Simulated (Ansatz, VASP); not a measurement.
# Two plane-wave programs on BN

Contents of POSCAR:

```
BN
1.0
    2.5539396017      0.0000000000      0.0000000000
   -1.2769698009      2.2117765748      0.0000000000
    0.0000000000      0.0000000000      4.2268550000
B N
2 2
Direct
    0.6666666667      0.3333333333      0.9997240000
    0.3333333333      0.6666666667      0.4997240000
    0.4904682947      0.3333333333      0.6252760000
    0.3333333333      0.6666666667      0.1252760000
```

INCAR.step1

```
SYSTEM = BN
PREC = Accurate
ENCUT = 520
ISMEAR = 0
SIGMA = 0.05
LREAL = .FALSE.
LASPH = .TRUE.
NELM = 60
NBANDS = 16
GGA = PE
ALGO = Normal
EDIFF = 1E-4
LWAVE = .TRUE.
LCHARG = .FALSE.
```

Contents of INCAR.step2:

```
SYSTEM = BN
PREC = Accurate
ENCUT = 520
EDIFF = 1E-7
ISMEAR = 0
SIGMA = 0.05
LREAL = .FALSE.
LASPH = .TRUE.
NELM = 60
ALGO = Normal
ISIF = 2
LWAVE = .FALSE.
LCHARG = .TRUE.
METAGGA = R2SCAN
LMIXTAU = .TRUE.
LELF = .TRUE.
LVHAR = .TRUE.
NBANDS = 16
ISTART = 1
```

Contents of KPOINTS:

```
Automatic mesh
0
G
  12 12 6
  0 0 0
```

Input for Ansatz:

```yaml
crystal:
  lattice:
    - [2.5539396017, 0.0, 0.0]
    - [-1.2769698009, 2.2117765748, 0.0]
    - [0.0, 0.0, 4.226855]
  atoms:
    - { symbol: B, position: [0.6666666667, 0.3333333333, 0.999724] }
    - { symbol: B, position: [0.3333333333, 0.6666666667, 0.499724] }
    - { symbol: "N", position: [0.4904682947, 0.3333333333, 0.625276] }
    - { symbol: "N", position: [0.3333333333, 0.6666666667, 0.125276] }
basis:
  ecutwfc: 500
kpoints:
  mp_grid: { grid: [12, 12, 6] }
hamiltonian:
  xc: r2scan
scf:
  occupations: { method: gaussian, width: 0.05 }
output:
  forces: true
  stress: true
  eigenvalues: true
```

Alike in both runs: task single point; functional r2SCAN; k mesh 12 × 12 × 6; occupations gaussian, width 0.05 eV; no spin polarisation.

```csv
,VASP,Ansatz
version,VASP 6.6.1,Ansatz 0.2.0
potentials or method,"VASP PAW PBE potentials, release 64 (B, N), cutoff 520 eV","scalar-relativistic, plane waves, PAW"
valence electrons in the cell,16,16
```

```tsv
	VASP	Ansatz	Ansatz less VASP
gap on the k mesh at the Fermi level (eV)	3.33	3.30	-0.026
least direct gap on the mesh (eV)	5.43	5.40	-0.034
rms of the force components (eV/Å)	5.912	5.913	+0.0009
```

VASP's potentials were made for PBE, not for r2SCAN. Atom by atom the forces differ by 0.014 eV/Å (rms over components).
